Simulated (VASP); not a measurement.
Runs of VASP 6.6.1 on NaF. It takes space group Fm-3m (No. 225, cubic). Conventional cell: a = 4.594 Å, b = 4.594 Å, c = 4.594 Å, α = 90.00°, β = 90.00°, γ = 90.00°. Within 3.0 Å of Na (site symmetry m-3m) lie 6 F at 2.30 Å. Within 3.0 Å of F (site symmetry m-3m) lie 6 Na at 2.30 Å. 

```tsv
level	k mesh	gap on the mesh (eV)	pressure (GPa)
HSE06	6 × 6 × 6	8.60	1.6
PBE	6 × 6 × 6	6.44	3.5
r2SCAN	6 × 6 × 6	7.32	-0.8
PBE	10 × 10 × 10	6.44	3.5
PBE0	6 × 6 × 6	(a)	1.6
```

Alike in all rows: no spin polarisation; cell a = 3.249 Å, angles 60.0°, 2 atoms; smearing gaussian 0.01 eV.

**Question.** Fill in the values left out.

**Answer.** (a) 9.38.

Caveats: the PAW data sets were made with another functional, which shifts forces and pressure a little (at least some runs); the cell stands under pressure (at least some runs).

A k mesh can miss the band edges.
